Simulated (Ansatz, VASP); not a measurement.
One calculation of ZnSe, two programs

Contents of INCAR:

```
PREC = Accurate
ENCUT = 520
EDIFF = 1E-6
ISMEAR = 0
SIGMA = 0.05
LREAL = F
LASPH = T
NELM = 100
ALGO = Normal
ISIF = 2
LWAVE = F
LCHARG = T
GGA = CA
LELF = T
LVHAR = T
NBANDS = 26
```

File KPOINTS:

```
Automatic mesh
0
Gamma
  8 8 6
```

POSCAR

```
ZnSe
1.0
    4.0489866141      0.0000000000      0.0000000000
    0.0000000000      4.0489866141      0.0000000000
    0.0000000000      0.0000000000      5.3439192278
Zn Se
2 2
Direct
    0.0000000000      0.0000000000      0.0000000000
    0.5000000000      0.5000000000      0.0000000000
    0.0000000000      0.5000000000      0.2797006005
    0.5000000000      0.0000000000      0.7202993995
```

Input for Ansatz:

```yaml
crystal:
  lattice:
    - [4.0489866141, 0.0, 0.0]
    - [0.0, 4.0489866141, 0.0]
    - [0.0, 0.0, 5.3439192278]
  atoms:
    - { symbol: Zn, position: [0.0, 0.0, 0.0] }
    - { symbol: Zn, position: [0.5, 0.5, 0.0] }
    - { symbol: Se, position: [0.0, 0.5, 0.2797006005] }
    - { symbol: Se, position: [0.5, 0.0, 0.7202993995] }
basis:
  ecutwfc: 520.0
kpoints:
  mp_grid: { grid: [8, 8, 6] }
hamiltonian:
  xc: lda
  pseudopotentials: { kind: paw, azcp: { folder: soft_1 } }
scf:
  occupations: { method: gaussian, width: 0.05 }
output:
  forces: true
  stress: true
  eigenvalues: true
  write_density: true
  write_potential: true
  elf: true
  volumetric_format: npy
```

Change from the starting cell: mode 11 frozen in at +0.000 Å, equal normal strain along x, y and z +0.0167.

Alike in both runs: task single point; functional LDA; k mesh 8 × 8 × 6; occupations gaussian, width 0.05 eV; no spin polarisation.

```csv
,VASP,Ansatz
version,VASP 6.6.1,Ansatz 0.2.0
potentials or method,"VASP PAW LDA potentials, release 64 (Zn, Se), cutoff 520 eV","scalar-relativistic, plane waves, PAW"
valence electrons in the cell,36,56
```

|  | VASP | Ansatz | Ansatz less VASP |
| --- | --- | --- | --- |
| gap on the k mesh at the Fermi level (eV) | 1.48 | 1.46 | -0.024 |
| least direct gap on the mesh (eV) | 1.48 | 1.46 | -0.024 |
| pressure (GPa) | -2.9 | -3.2 | -0.35 |
| traceless stress, the component that is largest in VASP (GPa) | 0.12 | 0.14 | +0.020 |
| rms of the force components (eV/Å) | 0.170 | 0.193 | +0.0230 |

Ansatz warns that its potentials were made for another functional, while VASP's fit it. LDA's correlation is that of Perdew and Zunger in VASP and of Perdew and Wang (1992) in Ansatz. Atom by atom the forces differ by 0.023 eV/Å (rms over components). VASP's potentials hold 36 valence electrons a cell and Ansatz's 56, so a difference there can come from the potentials and not from the codes.
